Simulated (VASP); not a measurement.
# Be4Se3 (P-43m) in VASP: relaxation of cell and atoms with PBE

Aim: the relaxation of cell and atoms of Be4Se3 with PBE.

Everything below comes from runs of VASP 6.6.1. Logs are shortened: lines on timing, memory, paths and dates and some standing lists are left out, and cuts for length are marked.

## Step 1: The cell of the first run

Symmetry: P-43m, No. 215, cubic system. Conventional cell: a = 4.954 Å, b = 4.954 Å, c = 4.954 Å, α = 90.00°, β = 90.00°, γ = 90.00°. Within 2.9 Å of Be (site symmetry 3m) lie 3 Se at 2.20 Å. Se (site symmetry -42m) has 4 Be at 2.20 Å within 2.9 Å.

## Step 2: Relaxation of cell and atoms, PBE (atoms taken out)

Contents of INCAR:

```
PREC = Accurate
ENCUT = 600
EDIFF = 1E-6
ISMEAR = 0
SIGMA = 0.02
LREAL = False
LASPH = True
NELM = 60
ALGO = Normal
ISIF = 3
LWAVE = False
LCHARG = False
GGA = PE
IBRION = 2
NSW = 100
EDIFFG = -0.01
```

Contents of KPOINTS:

```
Automatic mesh
0
Gamma
  6 6 6
```

Contents of POSCAR:

```
Be4Se3
1.0
    4.9535784185      0.0000000000      0.0000000000
    0.0000000000      4.9535784185      0.0000000000
    0.0000000000      0.0000000000      4.9535784185
Be Se
4 3
Direct
    0.7674289638      0.7674289638      0.2325710362
    0.7674289638      0.2325710362      0.7674289638
    0.2325710362      0.2325710362      0.2325710362
    0.2325710362      0.7674289638      0.7674289638
    0.5000000000      0.0000000000      0.5000000000
    0.0000000000      0.5000000000      0.5000000000
    0.5000000000      0.5000000000      0.0000000000
```

Potentials or basis: VASP PAW PBE potentials, release 64 (Be, Se).

Launch:

```sh
cat potpaw_PBE.64/Be/POTCAR potpaw_PBE.64/Se/POTCAR > POTCAR
mpirun -np 1 vasp_std > vasp.out
```

OUTCAR:

```text
PREC = Accurate
   ENCUT = 600
   EDIFF = 1E-6
   ISMEAR = 0
   LREAL = False
   LASPH = True
   NELM = 60
   ISIF = 3
   GGA = PE
   IBRION = 2
   NSW = 100
   EDIFFG = -0.01

 ion  position               nearest neighbor table
   1  0.767  0.767  0.233-   5 2.20   6 2.20   7 2.20
   2  0.767  0.233  0.767-   5 2.20   6 2.20   7 2.20
   3  0.233  0.233  0.233-   5 2.20   6 2.20   7 2.20
   4  0.233  0.767  0.767-   5 2.20   6 2.20   7 2.20
   5  0.500  0.000  0.500-   1 2.20   2 2.20   3 2.20   4 2.20
   6  0.000  0.500  0.500-   1 2.20   2 2.20   3 2.20   4 2.20
   7  0.500  0.500  0.000-   1 2.20   2 2.20   3 2.20   4 2.20

  LATTYP: Found a simple cubic cell.
 ALAT       =     4.9535784185

  Lattice vectors:

 A1 = (   4.9535784185,   0.0000000000,   0.0000000000)
 A2 = (   0.0000000000,   4.9535784185,   0.0000000000)
 A3 = (   0.0000000000,   0.0000000000,   4.9535784185)

Analysis of symmetry for initial positions (statically):
=====================================================================
 Subroutine PRICEL returns:
 Original cell was already a primitive cell.

 Routine SETGRP: Setting up the symmetry group for a
 simple cubic supercell.

 Subroutine GETGRP returns: Found 24 space group operations
 (whereof 24 operations were pure point group operations)
 out of a pool of 48 trial point group operations.

The static configuration has the point symmetry T_d .

Analysis of symmetry for dynamics (positions and initial velocities):
=====================================================================
 Subroutine PRICEL returns:
 Original cell was already a primitive cell.

 Routine SETGRP: Setting up the symmetry group for a
 simple cubic supercell.

 Subroutine GETGRP returns: Found 24 space group operations
 (whereof 24 operations were pure point group operations)
 out of a pool of 48 trial point group operations.

The dynamic configuration has the point symmetry T_d .

 Subroutine INISYM returns: Found 24 space group operations
 (whereof 24 operations are pure point group operations),
 and found     1 'primitive' translations

----------------------------------------------------------------------------------------

                                     Primitive cell

  volume of cell :     121.5506

  direct lattice vectors                    reciprocal lattice vectors
     4.953578419  0.000000000  0.000000000     0.201874265  0.000000000  0.000000000
     0.000000000  4.953578419  0.000000000     0.000000000  0.201874265  0.000000000
     0.000000000  0.000000000  4.953578419     0.000000000  0.000000000  0.201874265

  length of vectors
     4.953578419  4.953578419  4.953578419     0.201874265  0.201874265  0.201874265

  position of ions in fractional coordinates (direct lattice)
     0.767428964  0.767428964  0.232571036
     0.767428964  0.232571036  0.767428964
     0.232571036  0.232571036  0.232571036
     0.232571036  0.767428964  0.767428964
     0.500000000  0.000000000  0.500000000
     0.000000000  0.500000000  0.500000000
     0.500000000  0.500000000  0.000000000

  ion indices of the primitive-cell ions
   primitive index   ion index
                 1           1
                 2           2
                 3           3
                 4           4
                 5           5
                 6           6
                 7           7

----------------------------------------------------------------------------------------

 KPOINTS: Automatic mesh

Automatic generation of k-mesh.
 Grid dimensions read from file:
 generate k-points for:    6    6    6

 Generating k-lattice:

  Cartesian coordinates                     Fractional coordinates (reciprocal lattice)
     0.033645711  0.000000000  0.000000000     0.166666667  0.000000000  0.000000000
     0.000000000  0.033645711  0.000000000     0.000000000  0.166666667  0.000000000
     0.000000000  0.000000000  0.033645711     0.000000000  0.000000000  0.166666667

  Length of vectors
     0.033645711  0.033645711  0.033645711

  Shift w.r.t. Gamma in fractional coordinates (k-lattice)
     0.000000000  0.000000000  0.000000000

 Subroutine IBZKPT returns following result:
 ===========================================

 Found     20 irreducible k-points:

 Following reciprocal coordinates:
            Coordinates               Weight
  0.000000  0.000000  0.000000      1.000000
  0.166667  0.000000  0.000000      6.000000
  0.333333  0.000000  0.000000      6.000000
  0.500000  0.000000  0.000000      3.000000
  0.166667  0.166667  0.000000     12.000000
  0.333333  0.166667  0.000000     24.000000
[... 12 lines left out ...]
  0.500000  0.500000  0.333333      6.000000
  0.500000  0.500000  0.500000      1.000000
   k-points           NKPTS =     20   k-points in BZ     NKDIM =     20   number of bands    NBANDS=     17
   number of dos      NEDOS =    301   number of ions     NIONS =      7
   total plane-waves  NPLWV =  64000
   dimension x,y,z NGX =    40 NGY =   40 NGZ =   40
   dimension x,y,z NGXF=    80 NGYF=   80 NGZF=   80
   ions per type =               4   3
   NGX,Y,Z   is equivalent  to a cutoff of  13.42, 13.42, 13.42 a.u.
   NGXF,Y,Z  is equivalent  to a cutoff of  26.85, 26.85, 26.85 a.u.
 SYSTEM =  unknown system
   PREC   = accura    normal or accurate (medium, high low for compatibility)
   ISTART =      0    job   : 0-new  1-cont  2-samecut
   ICHARG =      2    charge: 1-file 2-atom 10-const
   ISPIN  =      1    spin polarized calculation?
   LNONCOLLINEAR =      F non collinear calculations
   LSORBIT =      F    spin-orbit coupling
   LASPH  =      T    aspherical Exc in radial PAW
   ENCUT  =  600.0 eV  44.10 Ry    6.64 a.u.   9.89  9.89  9.89*2*pi/ulx,y,z
   NELM   =     60;   NELMIN=  2; NELMDL= -5     # of ELM steps
   EDIFF  = 0.1E-05   stopping-criterion for ELM
   LREAL  =      F    real-space projection
   EDIFFG = -.1E-01   stopping-criterion for IOM
   NSW    =    100    number of steps for IOM
   IBRION =      2    ionic relax: 0-MD 1-quasi-New 2-CG
   NFREE  =      1    steps in history (QN), initial steepest desc. (CG)
   ISIF   =      3    stress and relaxation
   ISYM   =      2    0-nonsym 1-usesym 2-fastsym
   POTIM  = 0.5000    time-step for ionic-motion
   TEBEG  =    0.0;   TEEND  =   0.0 temperature during run
   PSTRESS=    0.0 pullay stress
   NELECT =      26.0000    total number of electrons
   NUPDOWN=      -1.0000    fix difference up-down
   EMIN   =  10.00;   EMAX   =-10.00  energy-range for DOS
   EFERMI =   0.00;   METHOD = LEGACY
   ISMEAR =     0;   SIGMA  =   0.02  broadening in eV -4-tet -1-fermi 0-gaus
   EFERMI_NEDOS =   21; number of points for ismear=-14 and -15
   IALGO  =     38    algorithm
   IMIX   =      4    mixing-type and parameters
     AMIX     =   0.40;   BMIX     =  1.00
     AMIX_MAG =   1.60;   BMIX_MAG =  1.00
  volume/ion in A,a.u.               =      17.36       117.18
  Fermi-wavevector in a.u.,A,eV,Ry     =   0.979070  1.850173 13.042236  0.958577
  Thomas-Fermi vector in A             =   2.109894
   LORBIT       =      0    0 simple, 1 ext, 2 COOP (PROOUT), +10 PAW based schemes
   GGA     = PE    functional components
   LHFCALC =     F    Hartree Fock is set to
   AEXX    =    0.0000 exact exchange contribution
   IVDW    =     0    specifies the selected vdW correction
   LEPSILON=     F    determine dielectric tensor
   LRPA    =     F    only Hartree local field effects (RPA)
 conjugate gradient relaxation of ions
 non-spin polarized calculation
 Gauss-broadening in eV      SIGMA  =   0.02
  energy-cutoff  :      600.00
  volume of cell :      121.55
 maximum number of plane-waves:      4076
 NGX is ok and might be reduce to    40
   NGX = 19   NGY = 19   NGZ = 19

--------------------------------------- Ionic step        1  -------------------------------------------

 number of electron      26.0000000 magnetization

 Free energy of the ion-electron system (eV)
  ---------------------------------------------------
  ext. energy  EPLUGINS =         0.00000000
  ---------------------------------------------------
  free energy    TOTEN  =       -27.33784899 eV

  energy without entropy =      -27.33784899  energy(sigma->0) =      -27.33784899

------------------------ aborting loop because EDIFF is reached ----------------------------------------

  FORCE on cell =-STRESS in cart. coord.  units (eV):
  Direction    XX          YY          ZZ          XY          YZ          ZX
  --------------------------------------------------------------------------------------
  -------------------------------------------------------------------------------------
  Total        0.0434830      0.0434830      0.0434830      0.0000000     -0.0000000      0.0000000
  in kB        0.5731555      0.5731555      0.5731555      0.0000000     -0.0000000      0.0000000
  external PRESSURE =       0.5731555 kB  Pullay stress =       0.0000000 kB
[... 67 lines left out ...]
  energy  without entropy=      -27.3379251078  energy(sigma->0) =      -27.33792511

--------------------------------------- Ionic step        3  -------------------------------------------

 number of electron      26.0000000 magnetization

 Free energy of the ion-electron system (eV)
  ---------------------------------------------------
  ext. energy  EPLUGINS =         0.00000000
  ---------------------------------------------------
  free energy    TOTEN  =       -27.33792601 eV

  energy without entropy =      -27.33792601  energy(sigma->0) =      -27.33792601

 E-fermi :   3.8175     XC(G=0):  -9.2076

 val. band max:        3.6931422640   @ k =   0.5000   0.0000   0.0000
 cond. band min:       4.6348921092   @ k =   0.5000   0.0000   0.0000
 fundamental gap:      0.9417498453
 Fermi energy:         3.8175039359

 k-point     1 :       0.0000    0.0000    0.0000
  band No.  band energies     occupation
      1     -10.9836      2.00000
      2      -9.1832      2.00000
      3      -9.1832      2.00000
      4      -2.0047      2.00000
      5      -2.0047      2.00000
      6      -2.0047      2.00000
[... 9 lines left out ...]
     16       7.1707      0.00000
     17       7.6196      0.00000
[... 412 lines left out ...]
  FREE ENERGIE OF THE ION-ELECTRON SYSTEM (eV)
  ---------------------------------------------------
  free  energy   TOTEN  =       -27.3379260128 eV

  energy  without entropy=      -27.3379260128  energy(sigma->0) =      -27.33792601

 reached required accuracy - stopping structural energy minimisation
```

Wall time 46 s (1 thread of Intel Xeon 6975P-C (Granite Rapids), shared host); peak memory 0.26 GiB.

Results:

```yaml
Free_energy: -27.3379 eV
Relaxed_volume: 17.39 Å³/atom
Relaxed_cell: a = 4.956 Å, b = 4.956 Å, c = 4.956 Å, α = 90.00°, β = 90.00°, γ = 90.00°
Space_group_after_relaxing_to_0.1_Å: P-43m (No. 215)
Energy_gained_by_relaxing: 0.0 meV/atom
Ionic_steps: 3
Pressure_after_relaxing: -0.1 GPa
Largest_force_after_relaxing: 0.009 eV/Å
Band_gap_on_the_k_mesh: 0.94 eV
```

Forces in eV/Å, atoms in the order of the input:
```
Be   0.005  0.005 -0.005
Be   0.005 -0.005  0.005
Be  -0.005 -0.005 -0.005
Be  -0.005  0.005  0.005
Se   0.000  0.000  0.000
Se   0.000  0.000  0.000
Se   0.000  0.000  0.000
```

Final structure:
```
Be Se
1.0
     4.95557    0.00000    0.00000
     0.00000    4.95557    0.00000
     0.00000    0.00000    4.95557
Be Se
4 3
Direct
  0.76760 0.76760 0.23240
  0.76760 0.23240 0.76760
  0.23240 0.23240 0.23240
  0.23240 0.76760 0.76760
  0.50000 0.00000 0.50000
  0.00000 0.50000 0.50000
  0.50000 0.50000 0.00000
```

Caveat: the cell differs from its parent crystal (atoms taken out).
